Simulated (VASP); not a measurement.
# Ti3AlB3 (P-3m1) in VASP: relaxation of cell and atoms with PBE

Aim: the relaxation of cell and atoms of Ti3AlB3 with PBE.

Program: VASP 6.6.1. These are calculated values, not measurements. Logs are shortened: lines on timing, memory, paths and dates and some standing lists are left out, and cuts for length are marked.

### 1 The cell of the first run

Symmetry: P-3m1, No. 164, trigonal system. The conventional cell has a = 3.000 Å, b = 3.000 Å, c = 21.300 Å, α = 90.00°, β = 90.00°, γ = 120.00°. Ti (site symmetry 3m) has 3 Al at 2.91 Å and 9 Ti at 2.91 to 3.00 Å within 3.8 Å. Ti (site symmetry 3m) has 12 B at 2.36 Å and 8 Ti at 3.00 to 3.20 Å within 3.2 Å. Within 3.2 Å of Ti (site symmetry 3m) lie 6 B at 2.36 Å and 3 Al at 2.91 Å and 7 Ti at 3.00 to 3.20 Å. Within 4.0 Å of Al (site symmetry 3m) lie 6 Ti at 2.91 Å and 6 Al at 3.00 Å and 1 B at 3.94 Å. Within 2.4 Å of B (site symmetry 3m) lie 3 B at 1.73 Å and 6 Ti at 2.36 Å. B (site symmetry 3m) has 3 B at 1.73 Å and 6 Ti at 2.36 Å within 2.4 Å. Within 2.4 Å of B (site symmetry 3m) lie 3 B at 1.73 Å and 6 Ti at 2.36 Å.

### 2 Relaxation of cell and atoms, PBE

INCAR

```
ALGO = Normal
EDIFF = 1E-6
EDIFFG = -0.08
ENCUT = 600
GGA = PE
IBRION = 2
ISIF = 3
ISMEAR = 0
LASPH = True
LCHARG = False
LREAL = False
LWAVE = False
NELM = 80
NSW = 36
PREC = Accurate
SIGMA = 0.2
```

KPOINTS

```
k-points
0
Gamma
  6 6 1
```

POSCAR

```
Ti3AlB3
1.0
    3.0000000000      0.0000000000      0.0000000000
   -1.5000000000      2.5980762100      0.0000000000
    0.0000000000      0.0000000000     21.3000000000
Ti Al B
6 2 6
Direct
    0.6666666700      0.3333333300      0.4450000000
    0.3333333300      0.6666666700      0.5550000000
    0.0000000000      0.0000000000      0.0750000000
    0.0000000000      0.0000000000      0.9250000000
    0.0000000000      0.0000000000      0.7750000000
    0.0000000000      0.0000000000      0.2250000000
    0.6666666700      0.3333333300      0.6650000000
    0.3333333300      0.6666666700      0.3350000000
    0.6666666700      0.3333333300      0.8500000000
    0.3333333300      0.6666666700      0.8500000000
    0.3333333300      0.6666666700      0.0000000000
    0.6666666700      0.3333333300      0.0000000000
    0.3333333300      0.6666666700      0.1500000000
    0.6666666700      0.3333333300      0.1500000000
```

Potentials or basis: VASP PAW PBE potentials, release 64 (Ti_sv, Al, B).

Started as:

```bash
$ cat potpaw_PBE.64/Ti_sv/POTCAR potpaw_PBE.64/Al/POTCAR potpaw_PBE.64/B/POTCAR > POTCAR
$ mpirun -np 1 vasp_std > vasp.out
```

OUTCAR:

```text
EDIFF = 1E-6
   EDIFFG = -0.08
   ENCUT = 600
   GGA = PE
   IBRION = 2
   ISIF = 3
   ISMEAR = 0
   LASPH = True
   LREAL = False
   NELM = 80
   NSW = 36
   PREC = Accurate

 ion  position               nearest neighbor table
   1  0.667  0.333  0.445-   2 2.91   8 2.91   2 2.91   8 2.91   2 2.91   8 2.91
   2  0.333  0.667  0.555-   1 2.91   7 2.91   1 2.91   7 2.91   1 2.91   7 2.91
   3  0.000  0.000  0.075-  13 2.36  14 2.36  11 2.36  12 2.36  13 2.36  14 2.36  12 2.36  11 2.36
                            14 2.36  13 2.36  11 2.36  12 2.36
   4  0.000  0.000  0.925-   9 2.36  10 2.36  11 2.36  12 2.36  10 2.36   9 2.36  11 2.36  12 2.36
                             9 2.36  10 2.36  12 2.36  11 2.36
   5  0.000  0.000  0.775-   9 2.36  10 2.36  10 2.36   9 2.36   9 2.36  10 2.36   7 2.91   7 2.91
                             7 2.91
   6  0.000  0.000  0.225-  13 2.36  14 2.36  13 2.36  14 2.36  14 2.36  13 2.36   8 2.91   8 2.91
                             8 2.91
   7  0.667  0.333  0.665-   2 2.91   5 2.91   2 2.91   5 2.91   5 2.91   2 2.91
   8  0.333  0.667  0.335-   1 2.91   6 2.91   1 2.91   6 2.91   6 2.91   1 2.91
   9  0.667  0.333  0.850-  10 1.73  10 1.73  10 1.73   4 2.36   5 2.36   4 2.36   5 2.36   4 2.36
                             5 2.36
  10  0.333  0.667  0.850-   9 1.73   9 1.73   9 1.73   4 2.36   5 2.36   4 2.36   5 2.36   4 2.36
                             5 2.36
  11  0.333  0.667  0.000-  12 1.73  12 1.73  12 1.73   3 2.36   4 2.36   4 2.36   3 2.36   4 2.36
                             3 2.36
  12  0.667  0.333  0.000-  11 1.73  11 1.73  11 1.73   3 2.36   4 2.36   3 2.36   4 2.36   3 2.36
                             4 2.36
  13  0.333  0.667  0.150-  14 1.73  14 1.73  14 1.73   3 2.36   6 2.36   3 2.36   6 2.36   3 2.36
                             6 2.36
  14  0.667  0.333  0.150-  13 1.73  13 1.73  13 1.73   3 2.36   6 2.36   3 2.36   6 2.36   3 2.36
                             6 2.36

  LATTYP: Found a hexagonal cell.
 ALAT       =     3.0000000000
 C/A-ratio  =     7.1000000000

  Lattice vectors:

 A1 = (   3.0000000000,   0.0000000000,   0.0000000000)
 A2 = (  -1.5000000000,   2.5980762100,   0.0000000000)
 A3 = (   0.0000000000,   0.0000000000,  21.3000000000)

Analysis of symmetry for initial positions (statically):
=====================================================================
 Subroutine PRICEL returns:
 Original cell was already a primitive cell.

 Routine SETGRP: Setting up the symmetry group for a
 hexagonal supercell.

 Subroutine GETGRP returns: Found 12 space group operations
 (whereof 12 operations were pure point group operations)
 out of a pool of 24 trial point group operations.

The static configuration has the point symmetry D_3d.

Analysis of symmetry for dynamics (positions and initial velocities):
=====================================================================
 Subroutine PRICEL returns:
 Original cell was already a primitive cell.

 Routine SETGRP: Setting up the symmetry group for a
[... 125 lines left out ...]
   EMIN   =  10.00;   EMAX   =-10.00  energy-range for DOS
   EFERMI =   0.00;   METHOD = LEGACY
   ISMEAR =     0;   SIGMA  =   0.20  broadening in eV -4-tet -1-fermi 0-gaus
   EFERMI_NEDOS =   21; number of points for ismear=-14 and -15
   IALGO  =     38    algorithm
   IMIX   =      4    mixing-type and parameters
     AMIX     =   0.40;   BMIX     =  1.00
     AMIX_MAG =   1.60;   BMIX_MAG =  1.00
  volume/ion in A,a.u.               =      11.86        80.02
  Fermi-wavevector in a.u.,A,eV,Ry     =   1.363895  2.577388 25.309694  1.860210
  Thomas-Fermi vector in A             =   2.490258
   LORBIT       =      0    0 simple, 1 ext, 2 COOP (PROOUT), +10 PAW based schemes
   GGA     = PE    functional components
   LHFCALC =     F    Hartree Fock is set to
   AEXX    =    0.0000 exact exchange contribution
   IVDW    =     0    specifies the selected vdW correction
   LEPSILON=     F    determine dielectric tensor
   LRPA    =     F    only Hartree local field effects (RPA)
 conjugate gradient relaxation of ions
 non-spin polarized calculation
 Gauss-broadening in eV      SIGMA  =   0.20
  energy-cutoff  :      600.00
  volume of cell :      166.02
 maximum number of plane-waves:      5628
 NGX is ok and might be reduce to    24
   NGX = 11   NGY = 11   NGZ = 85

--------------------------------------- Ionic step        1  -------------------------------------------

 number of electron      96.0000020 magnetization

 Free energy of the ion-electron system (eV)
  ---------------------------------------------------
  ext. energy  EPLUGINS =         0.00000000
  ---------------------------------------------------
  free energy    TOTEN  =      -105.06725686 eV

  energy without entropy =     -104.91597164  energy(sigma->0) =     -104.99161425

------------------------ aborting loop because EDIFF is reached ----------------------------------------

  FORCE on cell =-STRESS in cart. coord.  units (eV):
  Direction    XX          YY          ZZ          XY          YZ          ZX
  --------------------------------------------------------------------------------------
  -------------------------------------------------------------------------------------
  Total        1.1185233      1.1185233     -1.7379594     -0.0000000     -0.0000000      0.0000000
  in kB       10.7945089     10.7945089    -16.7724875     -0.0000000     -0.0000000      0.0000000
  external PRESSURE =       1.6055101 kB  Pullay stress =       0.0000000 kB
[... 125 lines left out ...]
  FREE ENERGIE OF THE ION-ELECTRON SYSTEM (eV)
  ---------------------------------------------------
  free  energy   TOTEN  =      -105.1272641170 eV

  energy  without entropy=     -104.9884949834  energy(sigma->0) =     -105.05787955

[... ionic steps 4 to 8 ...]

--------------------------------------- Ionic step        9  -------------------------------------------

 number of electron      96.0000016 magnetization

------------------------ aborting loop because EDIFF is reached ----------------------------------------
[... 91 lines left out ...]
--------------------------------------- Ionic step       11  -------------------------------------------

 number of electron      96.0000016 magnetization

 Free energy of the ion-electron system (eV)
  ---------------------------------------------------
  ext. energy  EPLUGINS =         0.00000000
  ---------------------------------------------------
  free energy    TOTEN  =      -105.16607701 eV

  energy without entropy =     -105.02783754  energy(sigma->0) =     -105.09695728

 E-fermi :   8.6155     XC(G=0): -11.7154

 val. band max:        8.5897973533   @ k =   0.5000  -0.0000   0.0000
 cond. band min:       8.6502126535   @ k =   0.3333  -0.0000   0.0000
 fundamental gap:      0.0604153001
 Fermi energy:         8.6154508116

 k-point     1 :       0.0000    0.0000    0.0000
  band No.  band energies     occupation
      1     -48.3935      2.00000
      2     -48.3088      2.00000
      3     -48.0948      2.00000
      4     -48.0881      2.00000
      5     -48.0485      2.00000
      6     -48.0484      2.00000
[... 450 lines left out ...]
  FREE ENERGIE OF THE ION-ELECTRON SYSTEM (eV)
  ---------------------------------------------------
  free  energy   TOTEN  =      -105.1660770094 eV

  energy  without entropy=     -105.0278375416  energy(sigma->0) =     -105.09695728

 reached required accuracy - stopping structural energy minimisation
```

OSZICAR:

```text
N       E                     dE             d eps       ncg     rms          rms(c)
DAV:   1     0.134542467669E+04    0.13454E+04   -0.49753E+04   798   0.213E+03
DAV:   2     0.833541872144E+02   -0.12621E+04   -0.12326E+04   798   0.643E+02
DAV:   3    -0.105456884883E+03   -0.18881E+03   -0.18284E+03  1172   0.209E+02
[... 135 lines left out ...]
DAV:   4    -0.105166091133E+03    0.91853E-04   -0.42026E-04  1073   0.147E-01    0.336E-02
DAV:   5    -0.105166110516E+03   -0.19383E-04   -0.30614E-04  1155   0.133E-01    0.359E-02
DAV:   6    -0.105166077731E+03    0.32785E-04   -0.18198E-04  1105   0.104E-01    0.869E-03
DAV:   7    -0.105166077099E+03    0.63259E-06   -0.13567E-05  1090   0.218E-02    0.443E-03
DAV:   8    -0.105166077009E+03    0.89487E-07   -0.12327E-06   625   0.749E-03
  11 F= -.10516608E+03 E0= -.10509696E+03  d E =-.786669E-03
```

It took 11 min on 1 thread of Intel Xeon Platinum 8488C (Sapphire Rapids), shared host; peak memory 0.36 GiB.

What came out:

- Free energy: -105.1661 eV
- Relaxed volume: 11.81 Å³/atom
- Relaxed cell: a = 3.011 Å, b = 3.011 Å, c = 21.055 Å, α = 90.00°, β = 90.00°, γ = 120.00°
- Space group after relaxing (to 0.1 Å): P-3m1 (No. 164)
- Energy gained by relaxing: 7.1 meV/atom
- Ionic steps: 11
- Pressure after relaxing: 0.1 GPa
- Largest force after relaxing: 0.071 eV/Å
- Band gap on the k mesh: zero (bands 48 and 49 overlap by 1.28 eV)

Forces on the atoms (eV/Å):
```
Ti   0.000  0.000  0.071
Ti   0.000  0.000 -0.071
Ti   0.000  0.000 -0.004
Ti   0.000  0.000  0.004
Ti   0.000  0.000 -0.002
Ti   0.000  0.000  0.002
Al   0.000  0.000 -0.054
Al   0.000  0.000  0.054
B    0.000  0.000  0.017
B    0.000  0.000 -0.005
B    0.000  0.000 -0.002
B    0.000  0.000  0.002
B    0.000  0.000 -0.017
B    0.000  0.000  0.005
```

Stress tensor (GPa, compression positive):
```
0.13 0.00 0.00
0.00 0.13 0.00
0.00 0.00 0.04
```

Step by step:
| step | energy change (eV) | largest force (eV/Å) | pressure (GPa) | volume (Å³) |
| --- | --- | --- | --- | --- |
| 1 | 0.0000 | 0.5172 | 0.16 | 166.02 |
| 2 | -0.0523 | 0.2653 | -0.08 | 166.30 |
| 3 | -0.0600 | 0.2737 | -0.18 | 166.45 |
| 4 | -0.0728 | 0.1922 | -0.01 | 166.16 |
| 5 | -0.0771 | 0.1868 | 0.24 | 165.85 |
| 6 | -0.0866 | 0.1449 | -0.36 | 166.22 |
| 7 | -0.0902 | 0.1320 | -1.01 | 166.62 |
| 8 | -0.0956 | 0.1032 | -0.50 | 166.02 |
| 9 | -0.0980 | 0.0875 | 0.11 | 165.32 |
| 10 | -0.0980 | 0.0905 | 0.12 | 165.28 |
| 11 | -0.0988 | 0.0707 | 0.10 | 165.32 |

Final structure:
```xyz
14
Lattice="3.0111 0.0000 0.0000 -1.5055 2.6077 0.0000 0.0000 0.0000 21.0551" Properties=species:S:1:pos:R:3 pbc="T T T"
Ti    1.5055    0.8692    9.4177
Ti    0.0000    1.7384   11.6374
Ti    3.0111    0.0000    1.6237
Ti    0.0000    0.0000   19.4314
Ti    0.0000    0.0000   16.2596
Ti   -1.5055    2.6077    4.7955
Al    1.5055    0.8692   13.9798
Al    0.0000    1.7384    7.0753
B     1.5055    0.8692   17.8158
B     0.0000    1.7384   17.8032
B     0.0000    1.7384   21.0519
B     1.5055    0.8692    0.0032
B     0.0000    1.7384    3.2393
B     1.5055    0.8692    3.2519
```

Caveat: the k points lie up to 0.40 Å⁻¹ apart in the final cell, too coarse for converged energies and pressures of a metal; the relaxation stopped at a loose force limit of 0.08 eV/Å, so its end isn't a converged minimum.
